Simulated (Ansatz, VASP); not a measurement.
# One calculation of TiAl, two programs

```
Ti Al
1.0
     3.15009    0.00000    0.00000
     0.00000    3.15009    0.00000
     0.00000    0.00000    3.15009
Ti Al
1 1
Direct
  0.50000 0.50000 0.50000
  0.00000 0.00000 0.00000
```

Alike in both runs: task single point; functional PBEsol; k mesh 7 × 7 × 7; occupations fermi-dirac, width 0.15 eV; no spin polarisation.

```csv
,VASP,Ansatz
version,VASP 6.6.1,Ansatz 0.2.0
potentials or method,"VASP PAW PBE potentials, release 64 (Ti_sv, Al)","plane waves, PAW"
plane-wave cutoff (eV),500,420
valence electrons in the cell,15,15
```

|  | VASP | Ansatz | Ansatz less VASP |
| --- | --- | --- | --- |
| pressure (GPa) | 1.2 | 1.2 | 0.00 |

VASP's potentials were made for PBE, not for PBEsol.
